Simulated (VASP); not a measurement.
A run of VASP 6.6.1 is set up as follows.

File INCAR:

```
SYSTEM = CdTe
ALGO     = Normal         ! electronic algorithm
EDIFF    = 1E-6           ! SCF threshold, eV
ENCUT    = 520            ! plane-wave cutoff, eV
GGA      = PE             ! functional
ISIF     = 2              ! what is computed and relaxed
ISMEAR   = 0              ! smearing method
LASPH    = .True.         ! aspherical terms in the spheres
LCHARG   = .False.        ! write CHGCAR
LREAL    = .False.        ! projectors in reciprocal space
LWAVE    = .False.        ! write WAVECAR
NBANDS   = 16             ! bands
NELM     = 100            ! most SCF steps
PREC     = Accurate       ! precision mode
SIGMA    = 0.018000000000000002 ! smearing width, eV
```

Contents of KPOINTS:

```
k-points
0
Gamma
  7 7 7
  0 0 0
```

POSCAR

```
CdTe
1.0
    0.0000000000      3.2050000000      3.2050000000
    3.2050000000      0.0000000000      3.2050000000
    3.2050000000      3.2050000000      0.0000000000
Te Cd
1 1
Direct
    0.7500000000      0.7500000000      0.7500000000
    0.0000000000      0.0000000000      0.0000000000
```

Potentials or basis: VASP PAW PBE potentials, release 64 (Te, Cd).

Run with:

```console
$ cat potpaw_PBE.64/Te/POTCAR potpaw_PBE.64/Cd/POTCAR > POTCAR
$ mpirun -np 1 vasp_std > vasp.out
```

(1) Predict the pressure.

(2) Predict the band gap on the k mesh.

Results:

(1) 4.4 GPa.

(2) 0.87 eV.

Caveat: the cell stands under pressure; spin-orbit coupling is left out, which moves the levels of the heavy elements.
